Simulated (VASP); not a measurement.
# Sn2Ir in VASP: further runs

The runs below take Sn2Ir through electric field gradients, with LDA.

Everything below comes from runs of VASP 6.6.1. Logs are shortened: lines on timing, memory, paths and dates and some standing lists are left out, and cuts for length are marked.

### Step 1. The cell of the first run

The structure is cubic, space group Fm-3m (No. 225). The conventional cell has a = 6.317 Å, b = 6.317 Å, c = 6.317 Å, α = 90.00°, β = 90.00°, γ = 90.00°. Sn (site symmetry -43m) has 4 Ir at 2.74 Å and 6 Sn at 3.16 Å within 3.6 Å. Within 3.6 Å of Ir (site symmetry m-3m) lie 8 Sn at 2.74 Å.

### Step 2. Electric field gradients, LDA (21.00 Å³/atom)

INCAR

```
ALGO     = Normal         # electronic algorithm
EDIFF    = 1E-8           # SCF threshold, eV
ENCUT    = 520            # plane-wave cutoff, eV
GGA      = CA             # functional
ISIF     = 2              # what is computed and relaxed
ISMEAR   = -1             # smearing method
LASPH    = T              # aspherical terms in the spheres
LCHARG   = F              # write CHGCAR
LEFG     = T            
LREAL    = F              # projectors in reciprocal space
LWAVE    = F              # write WAVECAR
NBANDS   = 26             # bands
NELM     = 100            # most SCF steps
PREC     = Accurate       # precision mode
SIGMA    = 0.03           # smearing width, eV
```

KPOINTS

```
k-points
0
Gamma
  10 10 10
```

POSCAR

```
Sn2Ir
1.0
    0.0000000000      3.1584012586      3.1584012586
    3.1584012586      0.0000000000      3.1584012586
    3.1584012586      3.1584012586      0.0000000000
Sn Ir
2 1
Direct
    0.2500000000      0.2500000000      0.2500000000
    0.7500000000      0.7500000000      0.7500000000
    0.0000000000      0.0000000000      0.0000000000
```

Potentials or basis: VASP PAW LDA potentials, release 64 (Sn_d, Ir).

The run is started by

```
> cat potpaw_LDA.64/Sn_d/POTCAR potpaw_LDA.64/Ir/POTCAR > POTCAR
> mpirun -np 1 vasp_std > vasp.out
```

OUTCAR:

```text
EDIFF = 1E-8
   ENCUT = 520
   GGA = CA
   ISIF = 2
   ISMEAR = -1
   LASPH = T
   LREAL = F
   NELM = 100
   PREC = Accurate

 ion  position               nearest neighbor table
   1  0.250  0.250  0.250-   3 2.74   3 2.74   3 2.74   3 2.74   2 3.16   2 3.16   2 3.16   2 3.16
                             2 3.16   2 3.16
   2  0.750  0.750  0.750-   3 2.74   3 2.74   3 2.74   3 2.74   1 3.16   1 3.16   1 3.16   1 3.16
                             1 3.16   1 3.16
   3  0.000  0.000  0.000-   1 2.74   2 2.74   2 2.74   2 2.74   2 2.74   1 2.74   1 2.74   1 2.74

  LATTYP: Found a face centered cubic cell.
 ALAT       =     6.3168025172

  Lattice vectors:

 A1 = (   0.0000000000,   3.1584012586,   3.1584012586)
 A2 = (   3.1584012586,   0.0000000000,   3.1584012586)
 A3 = (   3.1584012586,   3.1584012586,   0.0000000000)

Analysis of symmetry for initial positions (statically):
=====================================================================
 Subroutine PRICEL returns:
 Original cell was already a primitive cell.

 Routine SETGRP: Setting up the symmetry group for a
 face centered cubic supercell.

 Subroutine GETGRP returns: Found 48 space group operations
 (whereof 48 operations were pure point group operations)
 out of a pool of 48 trial point group operations.

The static configuration has the point symmetry O_h .

Analysis of symmetry for dynamics (positions and initial velocities):
=====================================================================
 Subroutine PRICEL returns:
 Original cell was already a primitive cell.

 Routine SETGRP: Setting up the symmetry group for a
 face centered cubic supercell.

 Subroutine GETGRP returns: Found 48 space group operations
 (whereof 48 operations were pure point group operations)
 out of a pool of 48 trial point group operations.

The dynamic configuration has the point symmetry O_h .

 Subroutine INISYM returns: Found 48 space group operations
 (whereof 48 operations are pure point group operations),
 and found     1 'primitive' translations

----------------------------------------------------------------------------------------

                                     Primitive cell

  volume of cell :      63.0133

  direct lattice vectors                    reciprocal lattice vectors
     0.000000000  3.158401259  3.158401259    -0.158307941  0.158307941  0.158307941
     3.158401259  0.000000000  3.158401259     0.158307941 -0.158307941  0.158307941
     3.158401259  3.158401259  0.000000000     0.158307941  0.158307941 -0.158307941

  length of vectors
     4.466653895  4.466653895  4.466653895     0.274197397  0.274197397  0.274197397

  position of ions in fractional coordinates (direct lattice)
     0.250000000  0.250000000  0.250000000
     0.750000000  0.750000000  0.750000000
     0.000000000  0.000000000  0.000000000

  ion indices of the primitive-cell ions
   primitive index   ion index
                 1           1
                 2           2
                 3           3

----------------------------------------------------------------------------------------

 KPOINTS: k-points

Automatic generation of k-mesh.
 Grid dimensions read from file:
 generate k-points for:   10   10   10

 Generating k-lattice:

  Cartesian coordinates                     Fractional coordinates (reciprocal lattice)
    -0.015830794  0.015830794  0.015830794     0.100000000  0.000000000  0.000000000
     0.015830794 -0.015830794  0.015830794     0.000000000  0.100000000  0.000000000
     0.015830794  0.015830794 -0.015830794     0.000000000  0.000000000  0.100000000

  Length of vectors
     0.027419740  0.027419740  0.027419740

  Shift w.r.t. Gamma in fractional coordinates (k-lattice)
     0.000000000  0.000000000  0.000000000

 Subroutine IBZKPT returns following result:
 ===========================================

 Found     47 irreducible k-points:

 Following reciprocal coordinates:
            Coordinates               Weight
  0.000000  0.000000  0.000000      1.000000
  0.100000  0.000000  0.000000      8.000000
  0.200000  0.000000  0.000000      8.000000
  0.300000  0.000000  0.000000      8.000000
  0.400000  0.000000  0.000000      8.000000
  0.500000  0.000000  0.000000      4.000000
[... 16 lines left out ...]
  0.300000  0.300000  0.000000      6.000000
  0.400000  0.300000  0.000000     24.000000
 [... further k-points ...]
   k-points           NKPTS =     47   k-points in BZ     NKDIM =     47   number of bands    NBANDS=     26
   number of dos      NEDOS =    301   number of ions     NIONS =      3
   total plane-waves  NPLWV =  46656
   dimension x,y,z NGX =    36 NGY =   36 NGZ =   36
   dimension x,y,z NGXF=    72 NGYF=   72 NGZF=   72
   ions per type =               2   1
   NGX,Y,Z   is equivalent  to a cutoff of  13.40, 13.40, 13.40 a.u.
   NGXF,Y,Z  is equivalent  to a cutoff of  26.80, 26.80, 26.80 a.u.
 SYSTEM =  unknown system
   PREC   = accura    normal or accurate (medium, high low for compatibility)
   ISTART =      0    job   : 0-new  1-cont  2-samecut
   ICHARG =      2    charge: 1-file 2-atom 10-const
   ISPIN  =      1    spin polarized calculation?
   LNONCOLLINEAR =      F non collinear calculations
   LSORBIT =      F    spin-orbit coupling
   LASPH  =      T    aspherical Exc in radial PAW
   ENCUT  =  520.0 eV  38.22 Ry    6.18 a.u.   8.31  8.31  8.31*2*pi/ulx,y,z
   NELM   =    100;   NELMIN=  2; NELMDL= -5     # of ELM steps
   EDIFF  = 0.1E-07   stopping-criterion for ELM
   LREAL  =      F    real-space projection
   EDIFFG = 0.1E-06   stopping-criterion for IOM
   NSW    =      0    number of steps for IOM
   IBRION =     -1    ionic relax: 0-MD 1-quasi-New 2-CG
   NFREE  =      0    steps in history (QN), initial steepest desc. (CG)
   ISIF   =      2    stress and relaxation
   ISYM   =      2    0-nonsym 1-usesym 2-fastsym
   POTIM  = 0.5000    time-step for ionic-motion
   TEBEG  =    0.0;   TEEND  =   0.0 temperature during run
   PSTRESS=    0.0 pullay stress
   NELECT =      37.0000    total number of electrons
   NUPDOWN=      -1.0000    fix difference up-down
   EMIN   =  10.00;   EMAX   =-10.00  energy-range for DOS
   EFERMI =   0.00;   METHOD = LEGACY
   ISMEAR =    -1;   SIGMA  =   0.03  broadening in eV -4-tet -1-fermi 0-gaus
   EFERMI_NEDOS =   21; number of points for ismear=-14 and -15
   IALGO  =     38    algorithm
   IMIX   =      4    mixing-type and parameters
     AMIX     =   0.40;   BMIX     =  1.00
     AMIX_MAG =   1.60;   BMIX_MAG =  1.00
  volume/ion in A,a.u.               =      21.00       141.74
  Fermi-wavevector in a.u.,A,eV,Ry     =   1.370876  2.590580 25.569434  1.879300
  Thomas-Fermi vector in A             =   2.496623
   LORBIT       =      0    0 simple, 1 ext, 2 COOP (PROOUT), +10 PAW based schemes
   GGA     = CA    functional components
   LHFCALC =     F    Hartree Fock is set to
   AEXX    =    0.0000 exact exchange contribution
   IVDW    =     0    specifies the selected vdW correction
   LEPSILON=     F    determine dielectric tensor
   LRPA    =     F    only Hartree local field effects (RPA)
 non-spin polarized calculation
  energy-cutoff  :      520.00
  volume of cell :       63.01
 maximum number of plane-waves:      1719
 NGX is ok and might be reduce to    36
   NGX = 17   NGY = 17   NGZ = 17

 number of electron      37.0000000 magnetization

 Free energy of the ion-electron system (eV)
  ---------------------------------------------------
  ext. energy  EPLUGINS =         0.00000000
  ---------------------------------------------------
  free energy    TOTEN  =       -20.25429977 eV

  energy without entropy =      -20.24880221  energy(sigma->0) =      -20.25155099

 E-fermi :   8.9414     XC(G=0): -11.6516

 val. band max:        8.9390703265   @ k =   0.3000   0.2000   0.0000
 cond. band min:       8.9429312129   @ k =   0.4000   0.1000   0.0000
 fundamental gap:      0.0038608864
 Fermi energy:         8.9414220638

 k-point     1 :       0.0000    0.0000    0.0000
  band No.  band energies     occupation
      1     -12.5185      2.00000
      2     -12.5185      2.00000
      3     -12.3959      2.00000
      4     -12.3959      2.00000
      5     -12.3959      2.00000
      6     -12.2268      2.00000
[... 18 lines left out ...]
     25      13.5691      0.00000
     26      13.5691      0.00000
[... 644 lines left out ...]
      4     -12.3261      2.00000
      5     -12.3218      2.00000
      6     -12.3063      2.00000
[... 18 lines left out ...]
     25      18.8084      0.00000
     26      19.1680      0.00000

 [... further k-points ...]

------------------------ aborting loop because EDIFF is reached ----------------------------------------

  FORCE on cell =-STRESS in cart. coord.  units (eV):
  Direction    XX          YY          ZZ          XY          YZ          ZX
  --------------------------------------------------------------------------------------
  -------------------------------------------------------------------------------------
  Total       -0.1922026     -0.1922026     -0.1922026      0.0000000     -0.0000000      0.0000000
  in kB       -4.8869500     -4.8869500     -4.8869500      0.0000000     -0.0000000      0.0000000
  external PRESSURE =      -4.8869500 kB  Pullay stress =       0.0000000 kB

 VOLUME and BASIS-vectors are now :
 -----------------------------------------------------------------------------
  energy-cutoff  :      520.00
  volume of cell :       63.01
      direct lattice vectors                 reciprocal lattice vectors
     0.000000000  3.158401259  3.158401259    -0.158307941  0.158307941  0.158307941
     3.158401259  0.000000000  3.158401259     0.158307941 -0.158307941  0.158307941
     3.158401259  3.158401259  0.000000000     0.158307941  0.158307941 -0.158307941

 POSITION                                       TOTAL-FORCE (eV/Angst)
 -----------------------------------------------------------------------------------
      1.57920      1.57920      1.57920         0.000000      0.000000      0.000000
      4.73760      4.73760      4.73760        -0.000000     -0.000000     -0.000000
      0.00000      0.00000      0.00000         0.000000      0.000000      0.000000
 -----------------------------------------------------------------------------------
    total drift:                                0.000000      0.000000      0.000000

  FREE ENERGIE OF THE ION-ELECTRON SYSTEM (eV)
  ---------------------------------------------------
  free  energy   TOTEN  =       -20.2542997702 eV

  energy  without entropy=      -20.2488022073  energy(sigma->0) =      -20.25155099

 Electric field gradients (V/A^2)
---------------------------------------------------------------------
 ion       V_xx      V_yy      V_zz      V_xy      V_xz      V_yz
---------------------------------------------------------------------
   1      -0.000     0.000     0.000    -0.002    -0.002    -0.002
   2      -0.000     0.000     0.000    -0.002    -0.002    -0.002
   3      -0.000    -0.000     0.000     0.000     0.000     0.000
---------------------------------------------------------------------

 Electric field gradients after diagonalization (V/A^2)
 (convention: |V_zz| > |V_xx| > |V_yy|)
----------------------------------------------------------------------
 ion       V_xx      V_yy      V_zz     asymmetry (V_yy - V_xx)/ V_zz
----------------------------------------------------------------------
   1       0.002     0.002    -0.004       0.000
   2       0.002     0.002    -0.004       0.000
   3      -0.000    -0.000     0.000       0.000
----------------------------------------------------------------------

           NMR quadrupolar parameters

 Cq : quadrupolar parameter    Cq=e*Q*V_zz/h
 eta: asymmetry parameters     (V_yy - V_xx)/ V_zz
 Q  : nuclear electric quadrupole moment in mb (millibarn)
----------------------------------------------------------------------
 ion       Cq(MHz)       eta       Q (mb)
----------------------------------------------------------------------
   1      -0.000       0.000       1.000
   2      -0.000       0.000       1.000
   3       0.000       0.000       1.000
----------------------------------------------------------------------
```

It took 42 s on 1 thread of Intel Xeon Platinum 8559C (Emerald Rapids), shared host; peak memory 0.21 GiB.

What came out:

```
Free energy                             : -20.2543 eV
Pressure                                : -0.5 GPa
Band gap on the k mesh                  : zero (an odd number of electrons rules out a gap without spin polarisation)
Largest electric field gradient by atom : under 0.05 V/Å² on every atom
```

Caveat: spin-orbit coupling is left out, which moves the levels of the heavy elements.

### Step 3. Electric field gradients, LDA (21.64 Å³/atom)

This run uses another cell than the first one, of 21.64 Å³/atom.

INCAR

```
SYSTEM = Sn2Ir
ALGO     = Normal         ! electronic algorithm
EDIFF    = 1E-8           ! SCF threshold, eV
ENCUT    = 520            ! plane-wave cutoff, eV
ISIF     = 2              ! what is computed and relaxed
ISMEAR   = -1             ! smearing method
LASPH    = .TRUE.         ! aspherical terms in the spheres
LCHARG   = .FALSE.        ! write CHGCAR
LEFG     = .TRUE.       
LREAL    = .FALSE.        ! projectors in reciprocal space
LWAVE    = .FALSE.        ! write WAVECAR
NBANDS   = 26             ! bands
NELM     = 80             ! most SCF steps
PREC     = Accurate       ! precision mode
SIGMA    = 0.03           ! smearing width, eV
```

KPOINTS

```
k-points
0
G
  10 10 10
  0 0 0
```

POSCAR

```
Sn2Ir
1.0
    0.0000000000      3.1899873666      3.1899873666
    3.1899873666      0.0000000000      3.1899873666
    3.1899873666      3.1899873666      0.0000000000
Sn Ir
2 1
Direct
    0.2500000000      0.2500000000      0.2500000000
    0.7500000000      0.7500000000      0.7500000000
    0.0000000000      0.0000000000      0.0000000000
```

Potentials or basis: VASP PAW LDA potentials, release 64 (Sn_d, Ir).

The run is started by

```
> cat potpaw_LDA.64/Sn_d/POTCAR potpaw_LDA.64/Ir/POTCAR > POTCAR
> mpirun -np 1 vasp_std > vasp.out
```

OUTCAR:

```text
SYSTEM = Sn2Ir
   EDIFF = 1E-8
   ENCUT = 520
   ISIF = 2
   ISMEAR = -1
   LASPH = .TRUE.
   LREAL = .FALSE.
   NELM = 80
   PREC = Accurate

 ion  position               nearest neighbor table
   1  0.250  0.250  0.250-   3 2.76   3 2.76   3 2.76   3 2.76   2 3.19   2 3.19   2 3.19   2 3.19
                             2 3.19   2 3.19
   2  0.750  0.750  0.750-   3 2.76   3 2.76   3 2.76   3 2.76   1 3.19   1 3.19   1 3.19   1 3.19
                             1 3.19   1 3.19
   3  0.000  0.000  0.000-   2 2.76   2 2.76   2 2.76   1 2.76   2 2.76   1 2.76   1 2.76   1 2.76

  LATTYP: Found a face centered cubic cell.
 ALAT       =     6.3799747332

[... 921 lines left out ...]
---------------------------------------------------------------------
 ion       V_xx      V_yy      V_zz      V_xy      V_xz      V_yz
---------------------------------------------------------------------
   1       0.000    -0.000     0.000    -0.002    -0.002    -0.002
   2       0.000    -0.000     0.000    -0.002    -0.002    -0.002
   3      -0.000    -0.000    -0.000     0.000     0.000     0.000
---------------------------------------------------------------------

 Electric field gradients after diagonalization (V/A^2)
 (convention: |V_zz| > |V_xx| > |V_yy|)
----------------------------------------------------------------------
 ion       V_xx      V_yy      V_zz     asymmetry (V_yy - V_xx)/ V_zz
----------------------------------------------------------------------
   1       0.002     0.002    -0.003       0.000
   2       0.002     0.002    -0.003       0.000
   3      -0.000    -0.000     0.000       0.000
----------------------------------------------------------------------

           NMR quadrupolar parameters

 Cq : quadrupolar parameter    Cq=e*Q*V_zz/h
 eta: asymmetry parameters     (V_yy - V_xx)/ V_zz
 Q  : nuclear electric quadrupole moment in mb (millibarn)
----------------------------------------------------------------------
 ion       Cq(MHz)       eta       Q (mb)
----------------------------------------------------------------------
   1      -0.000       0.000       1.000
   2      -0.000       0.000       1.000
   3       0.000       0.000       1.000
----------------------------------------------------------------------
```

OSZICAR:

```text
N       E                     dE             d eps       ncg     rms          rms(c)
DAV:   1     0.352961362895E+03    0.35296E+03   -0.17969E+04  2470   0.216E+03
DAV:   2     0.209023256786E+02   -0.33206E+03   -0.32173E+03  2444   0.519E+02
DAV:   3    -0.192053494767E+02   -0.40108E+02   -0.39427E+02  2756   0.168E+02
DAV:   4    -0.206193673669E+02   -0.14140E+01   -0.14101E+01  2882   0.346E+01
DAV:   5    -0.206582962283E+02   -0.38929E-01   -0.38925E-01  3282   0.549E+00    0.873E+00
DAV:   6    -0.203571241919E+02    0.30117E+00   -0.34274E-01  2724   0.618E+00    0.373E+00
DAV:   7    -0.202475615403E+02    0.10956E+00   -0.12641E-01  3092   0.362E+00    0.185E+00
DAV:   8    -0.202274385682E+02    0.20123E-01   -0.76740E-02  2686   0.242E+00    0.357E-01
DAV:   9    -0.202267235231E+02    0.71505E-03   -0.53195E-03  3000   0.897E-01    0.830E-02
DAV:  10    -0.202266790573E+02    0.44466E-04   -0.31877E-04  2988   0.217E-01    0.518E-02
DAV:  11    -0.202266887767E+02   -0.97193E-05   -0.36490E-05  2986   0.598E-02    0.782E-03
DAV:  12    -0.202266892219E+02   -0.44524E-06   -0.30610E-06  3152   0.176E-02    0.411E-03
DAV:  13    -0.202266892198E+02    0.21437E-08   -0.22079E-07  2700   0.519E-03    0.948E-04
DAV:  14    -0.202266892187E+02    0.11005E-08   -0.12431E-08  2006   0.143E-03
   1 F= -.20226689E+02 E0= -.20224131E+02  d E =-.511741E-02
```

stdout:

```text
POSCAR found type information on POSCAR SnIr
 POSCAR found :  2 types and       3 ions
 scaLAPACK will be used
 LDA part: xc-table for (Slater(with rela. corr.)+CA(PZ))
 , standard interpolation
 POSCAR, INCAR and KPOINTS ok, starting setup
 FFT: planning ... GRIDC
 FFT: planning ... GRID_SOFT
 FFT: planning ... GRID
 WAVECAR not read
 entering main loop
ion   1

ion   2

ion   3
```

Wall time 38 s (1 thread of Intel Xeon Platinum 8559C (Emerald Rapids), shared host); peak memory 0.21 GiB.

What came out:

| Property | Result |
| --- | --- |
| Free energy | -20.2267 eV |
| Pressure | -4.2 GPa |
| Band gap on the k mesh | zero (an odd number of electrons rules out a gap without spin polarisation) |
| Largest electric field gradient by atom | under 0.05 V/Å² on every atom |

Caveat: the cell stands under tension; spin-orbit coupling is left out, which moves the levels of the heavy elements.

(Part 1 of 2 ends here.)

The gap in the log of VASP goes by the Fermi energy; the results here count the filled bands.